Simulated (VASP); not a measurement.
# Hf3B in VASP: notebook

Runs on Hf3B. Level: PBE. Tasks: single point, relaxation of cell and atoms.

Program: VASP 6.6.1. These are calculated values, not measurements. Logs are shortened: lines on timing, memory, paths and dates and some standing lists are left out, and cuts for length are marked.

## (1) The cell of the first run

It takes space group P4/mmm (No. 123, tetragonal). Conventional cell: a = 4.676 Å, b = 4.676 Å, c = 3.873 Å, α = 90.00°, β = 90.00°, γ = 90.00°. Within 3.1 Å of Hf (site symmetry mmm) lie 2 B at 2.34 Å and 4 Hf at 3.04 Å. Hf (site symmetry 4/mmm) has 10 Hf at 3.04 to 3.87 Å and 8 B at 3.83 Å within 4.0 Å. B (site symmetry 4/mmm) has 4 Hf at 2.34 Å within 3.1 Å.

The cell was generated, and may not be a known phase.

## (2) Single point, PBE

Input file INCAR:

```
SYSTEM = Hf3B
PREC = Accurate
ENCUT = 520
EDIFF = 1E-7
ISMEAR = 0
SIGMA = 0.1
LREAL = .False.
LASPH = .True.
NELM = 60
ALGO = Fast
ISIF = 2
LWAVE = .False.
LCHARG = .False.
GGA = PE
NBANDS = 43
```

Input file KPOINTS:

```
Automatic mesh
0
Gamma
  4 4 4
  0 0 0
```

Input file POSCAR:

```
Hf3B
1.0
    6.6134465820      0.0000000000      0.0000000000
    0.0000000000      6.6134465820      0.0000000000
    0.0000000000      0.0000000000      3.8734945508
Hf B
6 2
Direct
    0.2500000000      0.7500000000      0.0000000000
    0.7500000000      0.2500000000      0.0000000000
    0.7500000000      0.7500000000      0.0000000000
    0.2500000000      0.2500000000      0.0000000000
    0.5000000000      0.0000000000      0.5000051350
    0.0000000000      0.5000000000      0.4999948650
    0.0000000000      0.0000000000      0.0000000000
    0.5000000000      0.5000000000      0.0000000000
```

Potentials or basis: VASP PAW PBE potentials, release 64 (Hf_pv, B).

The run is started by

```bash
$ cat potpaw_PBE.64/Hf_pv/POTCAR potpaw_PBE.64/B/POTCAR > POTCAR
$ mpirun -np 1 vasp_std > vasp.out
```

OUTCAR:

```text
SYSTEM = Hf3B
   PREC = Accurate
   ENCUT = 520
   EDIFF = 1E-7
   ISMEAR = 0
   LREAL = .False.
   LASPH = .True.
   NELM = 60
   ISIF = 2
   GGA = PE

 ion  position               nearest neighbor table
   1  0.250  0.750  0.000-   7 2.34   8 2.34   5 3.04   6 3.04   5 3.04   6 3.04   4 3.31   3 3.31
                             4 3.31   3 3.31
   2  0.750  0.250  0.000-   7 2.34   8 2.34   5 3.04   6 3.04   5 3.04   6 3.04   4 3.31   3 3.31
                             3 3.31   4 3.31
   3  0.750  0.750  0.000-   7 2.34   8 2.34   5 3.04   6 3.04   5 3.04   6 3.04   2 3.31   1 3.31
                             2 3.31   1 3.31
   4  0.250  0.250  0.000-   7 2.34   8 2.34   5 3.04   6 3.04   5 3.04   6 3.04   2 3.31   1 3.31
                             1 3.31   2 3.31
   5  0.500  0.000  0.500-   1 3.04   2 3.04   3 3.04   4 3.04   1 3.04   2 3.04   3 3.04   4 3.04

   6  0.000  0.500  0.500-   1 3.04   2 3.04   3 3.04   4 3.04   1 3.04   2 3.04   3 3.04   4 3.04

   7  0.000  0.000  0.000-   1 2.34   2 2.34   3 2.34   4 2.34
   8  0.500  0.500  0.000-   1 2.34   2 2.34   3 2.34   4 2.34

  LATTYP: Found a simple tetragonal cell.
 ALAT       =     6.6134465820
 C/A-ratio  =     0.5856998318

  Lattice vectors:

 A1 = (   6.6134465820,   0.0000000000,   0.0000000000)
 A2 = (   0.0000000000,   6.6134465820,   0.0000000000)
 A3 = (   0.0000000000,   0.0000000000,   3.8734945508)

Analysis of symmetry for initial positions (statically):
=====================================================================
 Subroutine PRICEL returns:
 Original cell was already a primitive cell.

 Routine SETGRP: Setting up the symmetry group for a
 simple tetragonal supercell.

 Subroutine GETGRP returns: Found 16 space group operations
 (whereof  8 operations were pure point group operations)
 out of a pool of 16 trial point group operations.

The static configuration has the point symmetry D_2d.
 The point group associated with its full space group is D_4h.

Analysis of symmetry for dynamics (positions and initial velocities):
=====================================================================
 Subroutine PRICEL returns:
 Original cell was already a primitive cell.

 Routine SETGRP: Setting up the symmetry group for a
 simple tetragonal supercell.

 Subroutine GETGRP returns: Found 16 space group operations
 (whereof  8 operations were pure point group operations)
 out of a pool of 16 trial point group operations.

The dynamic configuration has the point symmetry D_2d.
 The point group associated with its full space group is D_4h.

 Subroutine INISYM returns: Found 16 space group operations
 (whereof  8 operations are pure point group operations),
 and found     1 'primitive' translations

----------------------------------------------------------------------------------------

                                     Primitive cell

  volume of cell :     169.4176

  direct lattice vectors                    reciprocal lattice vectors
     6.613446582  0.000000000  0.000000000     0.151207088  0.000000000  0.000000000
     0.000000000  6.613446582  0.000000000     0.000000000  0.151207088  0.000000000
     0.000000000  0.000000000  3.873494551     0.000000000  0.000000000  0.258164814

  length of vectors
     6.613446582  6.613446582  3.873494551     0.151207088  0.151207088  0.258164814

  position of ions in fractional coordinates (direct lattice)
     0.250000000  0.750000000  0.000000000
     0.750000000  0.250000000  0.000000000
     0.750000000  0.750000000  0.000000000
     0.250000000  0.250000000  0.000000000
     0.500000000  0.000000000  0.500005135
     0.000000000  0.500000000  0.499994865
     0.000000000  0.000000000  0.000000000
     0.500000000  0.500000000  0.000000000

  ion indices of the primitive-cell ions
   primitive index   ion index
                 1           1
                 2           2
                 3           3
                 4           4
                 5           5
                 6           6
                 7           7
                 8           8

----------------------------------------------------------------------------------------

 KPOINTS: Automatic mesh

Automatic generation of k-mesh.
 Grid dimensions read from file:
 generate k-points for:    4    4    4

 Generating k-lattice:

  Cartesian coordinates                     Fractional coordinates (reciprocal lattice)
     0.037801772  0.000000000  0.000000000     0.250000000  0.000000000  0.000000000
     0.000000000  0.037801772  0.000000000     0.000000000  0.250000000  0.000000000
     0.000000000  0.000000000  0.064541203     0.000000000  0.000000000  0.250000000

  Length of vectors
     0.037801772  0.037801772  0.064541203

  Shift w.r.t. Gamma in fractional coordinates (k-lattice)
     0.000000000  0.000000000  0.000000000

 Subroutine IBZKPT returns following result:
 ===========================================

 Found     18 irreducible k-points:

 Following reciprocal coordinates:
            Coordinates               Weight
  0.000000  0.000000  0.000000      1.000000
  0.250000  0.000000  0.000000      4.000000
  0.500000  0.000000  0.000000      2.000000
  0.250000  0.250000  0.000000      4.000000
  0.500000  0.250000  0.000000      4.000000
  0.500000  0.500000  0.000000      1.000000
[... 10 lines left out ...]
  0.500000  0.250000  0.500000      4.000000
  0.500000  0.500000  0.500000      1.000000
   k-points           NKPTS =     18   k-points in BZ     NKDIM =     18   number of bands    NBANDS=     43
   number of dos      NEDOS =    301   number of ions     NIONS =      8
   total plane-waves  NPLWV =  75000
   dimension x,y,z NGX =    50 NGY =   50 NGZ =   30
   dimension x,y,z NGXF=   100 NGYF=  100 NGZF=   60
   ions per type =               6   2
   NGX,Y,Z   is equivalent  to a cutoff of  12.57, 12.57, 12.88 a.u.
   NGXF,Y,Z  is equivalent  to a cutoff of  25.14, 25.14, 25.75 a.u.
 SYSTEM =  Hf3B
   PREC   = accura    normal or accurate (medium, high low for compatibility)
   ISTART =      0    job   : 0-new  1-cont  2-samecut
   ICHARG =      2    charge: 1-file 2-atom 10-const
   ISPIN  =      1    spin polarized calculation?
   LNONCOLLINEAR =      F non collinear calculations
   LSORBIT =      F    spin-orbit coupling
   LASPH  =      T    aspherical Exc in radial PAW
   ENCUT  =  520.0 eV  38.22 Ry    6.18 a.u.  12.30 12.30  7.20*2*pi/ulx,y,z
   NELM   =     60;   NELMIN=  2; NELMDL= -5     # of ELM steps
   EDIFF  = 0.1E-06   stopping-criterion for ELM
   LREAL  =      F    real-space projection
   EDIFFG = 0.1E-05   stopping-criterion for IOM
   NSW    =      0    number of steps for IOM
   IBRION =     -1    ionic relax: 0-MD 1-quasi-New 2-CG
   NFREE  =      0    steps in history (QN), initial steepest desc. (CG)
   ISIF   =      2    stress and relaxation
   ISYM   =      2    0-nonsym 1-usesym 2-fastsym
   POTIM  = 0.5000    time-step for ionic-motion
   TEBEG  =    0.0;   TEEND  =   0.0 temperature during run
   PSTRESS=    0.0 pullay stress
   NELECT =      66.0000    total number of electrons
   NUPDOWN=      -1.0000    fix difference up-down
   EMIN   =  10.00;   EMAX   =-10.00  energy-range for DOS
   EFERMI =   0.00;   METHOD = LEGACY
   ISMEAR =     0;   SIGMA  =   0.10  broadening in eV -4-tet -1-fermi 0-gaus
   EFERMI_NEDOS =   21; number of points for ismear=-14 and -15
   IALGO  =     68    algorithm
   IMIX   =      4    mixing-type and parameters
     AMIX     =   0.40;   BMIX     =  1.00
     AMIX_MAG =   1.60;   BMIX_MAG =  1.00
  volume/ion in A,a.u.               =      21.18       142.91
  Fermi-wavevector in a.u.,A,eV,Ry     =   1.195648  2.259447 19.450530  1.429574
  Thomas-Fermi vector in A             =   2.331608
   LORBIT       =      0    0 simple, 1 ext, 2 COOP (PROOUT), +10 PAW based schemes
   GGA     = PE    functional components
   LHFCALC =     F    Hartree Fock is set to
   AEXX    =    0.0000 exact exchange contribution
   IVDW    =     0    specifies the selected vdW correction
   LEPSILON=     F    determine dielectric tensor
   LRPA    =     F    only Hartree local field effects (RPA)
 non-spin polarized calculation
 RMM-DIIS sequential band-by-band and
 Gauss-broadening in eV      SIGMA  =   0.10
  energy-cutoff  :      520.00
  volume of cell :      169.42
 maximum number of plane-waves:      4600
 NGX is ok and might be reduce to    50
   NGX = 25   NGY = 25   NGZ = 15

 number of electron      65.9999996 magnetization

 Free energy of the ion-electron system (eV)
  ---------------------------------------------------
  ext. energy  EPLUGINS =         0.00000000
  ---------------------------------------------------
  free energy    TOTEN  =       -67.04707176 eV

  energy without entropy =      -67.01058435  energy(sigma->0) =      -67.02882806

 E-fermi :   3.4578     XC(G=0): -10.6064

 val. band max:        3.4440594567   @ k =   0.0000   0.0000   0.5000
 cond. band min:       3.4646530306   @ k =   0.5000   0.5000   0.0000
 fundamental gap:      0.0205935738
 Fermi energy:         3.4577769861

 k-point     1 :       0.0000    0.0000    0.0000
  band No.  band energies     occupation
      1     -27.1212      2.00000
      2     -27.1212      2.00000
      3     -26.9293      2.00000
      4     -26.9264      2.00000
      5     -26.9264      2.00000
      6     -26.6829      2.00000
[... 35 lines left out ...]
     42       5.4566      0.00000
     43       5.5958      0.00000

 k-point     2 :       0.2500    0.0000    0.0000
  band No.  band energies     occupation
      1     -27.1032      2.00000
      2     -27.0925      2.00000
      3     -26.9764      2.00000
      4     -26.9551      2.00000
      5     -26.9062      2.00000
      6     -26.7501      2.00000
[... 728 lines left out ...]
 k-point    18 :       0.5000    0.5000    0.5000
  band No.  band energies     occupation
      1     -27.1268      2.00000
      2     -27.1268      2.00000
      3     -26.9783      2.00000
      4     -26.9783      2.00000
      5     -26.9179      2.00000
      6     -26.9179      2.00000
[... 35 lines left out ...]
     42       7.1681      0.00000
     43       7.2216      0.00000

------------------------ aborting loop because EDIFF is reached ----------------------------------------

  FORCE on cell =-STRESS in cart. coord.  units (eV):
  Direction    XX          YY          ZZ          XY          YZ          ZX
  --------------------------------------------------------------------------------------
  -------------------------------------------------------------------------------------
  Total       -0.0610778     -0.0610778     -0.4868112      0.0000000      0.0000000      0.0000000
  in kB       -0.5776112     -0.5776112     -4.6037579      0.0000000      0.0000000      0.0000000
  external PRESSURE =      -1.9196601 kB  Pullay stress =       0.0000000 kB

 VOLUME and BASIS-vectors are now :
 -----------------------------------------------------------------------------
  energy-cutoff  :      520.00
  volume of cell :      169.42
      direct lattice vectors                 reciprocal lattice vectors
     6.613446582  0.000000000  0.000000000     0.151207088  0.000000000  0.000000000
     0.000000000  6.613446582  0.000000000     0.000000000  0.151207088  0.000000000
     0.000000000  0.000000000  3.873494551     0.000000000  0.000000000  0.258164814

 POSITION                                       TOTAL-FORCE (eV/Angst)
 -----------------------------------------------------------------------------------
      1.65336      4.96008      0.00000        -0.000000      0.000000     -0.000000
      4.96008      1.65336      0.00000        -0.000000     -0.000000     -0.000000
      4.96008      4.96008      0.00000         0.000000     -0.000000      0.000000
      1.65336      1.65336      0.00000        -0.000000      0.000000      0.000000
      3.30672      0.00000      1.93677         0.000000     -0.000000     -0.000122
      0.00000      3.30672      1.93673         0.000000     -0.000000      0.000122
      0.00000      0.00000      0.00000         0.000000     -0.000000      0.000000
      3.30672      3.30672      0.00000         0.000000     -0.000000      0.000000
 -----------------------------------------------------------------------------------
    total drift:                                0.000000     -0.000000      0.000000

  FREE ENERGIE OF THE ION-ELECTRON SYSTEM (eV)
  ---------------------------------------------------
  free  energy   TOTEN  =       -67.0470717599 eV

  energy  without entropy=      -67.0105843534  energy(sigma->0) =      -67.02882806
```

Run time: 2.6 min. Hardware: 1 thread of Intel Xeon Platinum 8488C (Sapphire Rapids), shared host; peak memory 0.31 GiB.

Results:

```
Free energy            : -67.0471 eV
Pressure               : -0.2 GPa
Band gap on the k mesh : zero (bands 33 and 34 overlap by 0.79 eV)
```

Levels at points of the mesh, in eV from the Fermi level:
| k point | band 30 | band 31 | band 32 | band 33 | band 34 | band 35 |
| --- | --- | --- | --- | --- | --- | --- |
| (0.00, 0.00, 0.00) | -0.51 | -0.51 | -0.40 | 0.40 | 0.40 | 1.07 |
| (0.50, 0.00, 0.00) | -0.80 | -0.36 | -0.36 | 0.25 | 0.25 | 0.80 |
| (0.50, 0.50, 0.00) | -1.05 | -0.34 | -0.34 | 0.01 | 0.01 | 0.79 |
| (0.00, 0.00, 0.50) | -0.01 | -0.01 | 0.06 | 0.06 | 0.15 | 0.48 |
| (0.50, 0.00, 0.50) | -0.49 | 0.21 | 0.21 | 0.21 | 0.21 | 0.41 |
| (0.50, 0.50, 0.50) | -0.39 | -0.37 | -0.37 | -0.32 | -0.32 | -0.12 |

Caveat: the k points lie up to 0.41 Å⁻¹ apart, too coarse for converged energies and pressures of a metal; spin-orbit coupling is left out, which moves the levels of the heavy elements.

## (3) Single point, PBE

This run uses another cell than the first one, of 14.86 Å³/atom.

Input file INCAR:

```
ALGO = Normal
EDIFF = 1E-6
ENCUT = 520
GGA = PE
ISIF = 2
ISMEAR = 0
LASPH = T
LCHARG = T
LELF = T
LREAL = F
LVHAR = T
LWAVE = F
NBANDS = 43
NELM = 60
PREC = Accurate
SIGMA = 0.1
```

Input file KPOINTS:

```
k-points
0
Gamma
  4 4 4
```

Input file POSCAR:

```
Hf3B
1.0
    5.4975747200      0.0000000000      0.0000000000
    0.0000000000      5.4975747200      0.0000000000
    0.0000000000      0.0000000000      3.9345439000
Hf B
6 2
Direct
    0.2500000000      0.7500000000      0.0000000000
    0.7500000000      0.2500000000      0.0000000000
    0.7500000000      0.7500000000      0.0000000000
    0.2500000000      0.2500000000      0.0000000000
    0.5000000000      0.0000000000      0.5030759400
    0.0000000000      0.5000000000      0.4969240600
    0.0000000000      0.0000000000      0.0000000000
    0.5000000000      0.5000000000      0.0000000000
```

Potentials or basis: VASP PAW PBE potentials, release 64 (Hf_pv, B).

The run is started by

```bash
$ cat potpaw_PBE.64/Hf_pv/POTCAR potpaw_PBE.64/B/POTCAR > POTCAR
$ mpirun -np 1 vasp_std > vasp.out
```

OUTCAR:

```text
EDIFF = 1E-6
   ENCUT = 520
   GGA = PE
   ISIF = 2
   ISMEAR = 0
   LASPH = T
   LREAL = F
   NELM = 60
   PREC = Accurate

 ion  position               nearest neighbor table
   1  0.250  0.750  0.000-   7 1.94   8 1.94   3 2.75   4 2.75   4 2.75   3 2.75   5 2.76   6 2.76
                             5 2.77   6 2.77
   2  0.750  0.250  0.000-   7 1.94   8 1.94   3 2.75   4 2.75   3 2.75   4 2.75   5 2.76   6 2.76
                             5 2.77   6 2.77
   3  0.750  0.750  0.000-   7 1.94   8 1.94   1 2.75   2 2.75   2 2.75   1 2.75   5 2.76   6 2.76
                             5 2.77   6 2.77
[... 1043 lines left out ...]
  in kB      972.1101559    972.1101559    335.9472714      0.0000000      0.0000000      0.0000000
  external PRESSURE =     760.0558611 kB  Pullay stress =       0.0000000 kB

 VOLUME and BASIS-vectors are now :
 -----------------------------------------------------------------------------
  energy-cutoff  :      520.00
  volume of cell :      118.92
      direct lattice vectors                 reciprocal lattice vectors
     5.497574720  0.000000000  0.000000000     0.181898392  0.000000000  0.000000000
     0.000000000  5.497574720  0.000000000     0.000000000  0.181898392  0.000000000
     0.000000000  0.000000000  3.934543900     0.000000000  0.000000000  0.254159065

 POSITION                                       TOTAL-FORCE (eV/Angst)
 -----------------------------------------------------------------------------------
      1.37439      4.12318      0.00000         0.000000     -0.000000      0.000000
      4.12318      1.37439      0.00000        -0.000000      0.000000      0.000000
      4.12318      4.12318      0.00000         0.000000      0.000000      0.000000
      1.37439      1.37439      0.00000        -0.000000      0.000000      0.000000
      2.74879      0.00000      1.97937        -0.000000     -0.000000     -0.204290
      0.00000      2.74879      1.95517        -0.000000     -0.000000      0.204290
      0.00000      0.00000      0.00000        -0.000000     -0.000000      0.000000
      2.74879      2.74879      0.00000        -0.000000     -0.000000      0.000000
 -----------------------------------------------------------------------------------
    total drift:                                0.000000      0.000000     -0.000000

  FREE ENERGIE OF THE ION-ELECTRON SYSTEM (eV)
  ---------------------------------------------------
  free  energy   TOTEN  =       -55.3140666906 eV

  energy  without entropy=      -55.2909934806  energy(sigma->0) =      -55.30253009
```

OSZICAR:

```text
N       E                     dE             d eps       ncg     rms          rms(c)
DAV:   1     0.325305882091E+03    0.32531E+03   -0.37035E+04  1548   0.153E+03
DAV:   2    -0.431561727364E+02   -0.36846E+03   -0.35005E+03  1757   0.387E+02
DAV:   3    -0.650110672217E+02   -0.21855E+02   -0.20903E+02  2056   0.595E+01
DAV:   4    -0.655158275084E+02   -0.50476E+00   -0.49839E+00  1872   0.881E+00
DAV:   5    -0.655262496062E+02   -0.10422E-01   -0.10403E-01  1935   0.117E+00    0.174E+02
DAV:   6    -0.555903954039E+02    0.99359E+01   -0.38145E+01  1836   0.249E+01    0.769E+01
DAV:   7    -0.554742863375E+02    0.11611E+00   -0.50645E+00  1827   0.952E+00    0.394E+01
DAV:   8    -0.553290478144E+02    0.14524E+00   -0.99205E-01  1938   0.483E+00    0.360E+00
DAV:   9    -0.553167120013E+02    0.12336E-01   -0.10837E-01  1875   0.145E+00    0.315E+00
DAV:  10    -0.553141549134E+02    0.25571E-02   -0.10215E-02  1949   0.500E-01    0.266E-01
DAV:  11    -0.553141024970E+02    0.52416E-04   -0.78176E-04  1844   0.143E-01    0.213E-01
DAV:  12    -0.553140683299E+02    0.34167E-04   -0.13868E-04  1936   0.555E-02    0.679E-02
DAV:  13    -0.553140674416E+02    0.88831E-06   -0.11459E-05  2002   0.156E-02    0.152E-02
DAV:  14    -0.553140666906E+02    0.75102E-06   -0.67757E-07  1072   0.495E-03
   1 F= -.55314067E+02 E0= -.55302530E+02  d E =-.230732E-01
```

stdout:

```text
POSCAR found type information on POSCAR HfB
 POSCAR found :  2 types and       8 ions
 scaLAPACK will be used
 LDA part: xc-table for (Slater+PW92), standard interpolation
 POSCAR, INCAR and KPOINTS ok, starting setup
 FFT: planning ... GRIDC
 FFT: planning ... GRID_SOFT
 FFT: planning ... GRID
 WAVECAR not read
 entering main loop
```

Wall time 75 s (1 thread of Intel Xeon Platinum 8488C (Sapphire Rapids), shared host); peak memory 0.25 GiB.

Results:

```yaml
Free_energy: -55.3141 eV
Pressure: 76.0 GPa
Largest_force: 0.204 eV/Å
Band_gap_on_the_k_mesh: zero (bands 33 and 34 overlap by 2.48 eV)
```

Forces in eV/Å, atoms in the order of the input:
```
Hf   0.000  0.000  0.000
Hf   0.000  0.000  0.000
Hf   0.000  0.000  0.000
Hf   0.000  0.000  0.000
Hf   0.000  0.000 -0.204
Hf   0.000  0.000  0.204
B    0.000  0.000  0.000
B    0.000  0.000  0.000
```

Stress tensor (GPa, compression positive):
```
97.21  0.00  0.00
 0.00 97.21  0.00
 0.00  0.00 33.59
```

Caveat: the k points lie up to 0.40 Å⁻¹ apart, too coarse for converged energies and pressures of a metal; spin-orbit coupling is left out, which moves the levels of the heavy elements.

[end of part 1 of 2]

The gap in the log of VASP goes by the Fermi energy; the results here count the filled bands.